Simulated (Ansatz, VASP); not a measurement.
**Two plane-wave programs on CdSe**

Contents of POSCAR:

```
CdSe
1.0
    0.0000000000      3.0106624253      3.0842045996
    3.0106624253      0.0000000000      3.0842045996
    3.0106624253      3.0106624253      0.0000000000
Cd Se
1 1
Direct
    0.0000000000      0.0000000000      0.0000000000
    0.2500000000      0.2500000000      0.2500000000
```

The input INCAR.step1:

```
  PREC = Accurate
  ENCUT = 400
  EDIFF = 1E-5
  ISMEAR = 0
  SIGMA = 0.01
  LREAL = False
  LASPH = True
  NELM = 120
  ALGO = Normal
  ISIF = 2
  LWAVE = True
  LCHARG = False
  GGA = PE
  NBANDS = 16
  GGA_COMPAT = False
```

File INCAR.step2:

```
  PREC = Accurate
  ENCUT = 400
  EDIFF = 1E-6
  ISMEAR = 0
  SIGMA = 0.01
  LREAL = False
  LASPH = True
  NELM = 120
  ALGO = Normal
  ISIF = 2
  LWAVE = False
  LCHARG = False
  GGA = PE
  LHFCALC = True
  HFSCREEN = 0.2079
  PRECFOCK = Normal
  ISTART = 1
  NBANDS = 16
  GGA_COMPAT = False
```

KPOINTS

```
regular mesh
0
Gamma
  6 6 6
```

Input for Ansatz:

```yaml
crystal:
  lattice:
    - [0.0, 3.0106624253, 3.0842045996]
    - [3.0106624253, 0.0, 3.0842045996]
    - [3.0106624253, 3.0106624253, 0.0]
  atoms:
    - { symbol: Cd, position: [0.0, 0.0, 0.0] }
    - { symbol: Se, position: [0.25, 0.25, 0.25] }
basis:
  ecutwfc: 420
kpoints:
  mp_grid: { grid: [6, 6, 6] }
  band_path:
    path:
      - [0.0, 0.0, 0.0]
      - [0.0, 0.0, 0.0]
      - [0.5, 0.5, 0.0]
      - [0.0, 0.5, 0.5]
      - [0.5, 0.5, 0.5]
      - [0.0, 0.0, 0.5]
    npoints: 1
hamiltonian:
  xc: hse06
  pseudopotentials: { kind: paw, azcp: { folder: soft_1 } }
scf:
  occupations: { method: fixed }
  n_extra_bands: 5
output:
  eigenvalues: true
```

Alike in both runs: task single point; functional HSE06; k mesh 6 × 6 × 6; no spin polarisation.

|  | VASP | Ansatz |
| --- | --- | --- |
| version | VASP 6.6.1 | Ansatz 0.2.0 |
| potentials or method | VASP PAW PBE potentials, release 64 (Cd, Se), cutoff 400 eV | scalar-relativistic, plane waves, PAW |
| occupations | gaussian, width 0.01 eV | fixed |
| valence electrons in the cell | 18 | 36 |

|  | VASP | Ansatz | Ansatz less VASP |
| --- | --- | --- | --- |
| gap on the k mesh at the Fermi level (eV) | 1.54 | 1.53 | -0.005 |
| least direct gap on the mesh (eV) | 1.54 | 1.53 | -0.005 |

VASP's potentials hold 18 valence electrons a cell and Ansatz's 36, so a difference there can come from the potentials and not from the codes.
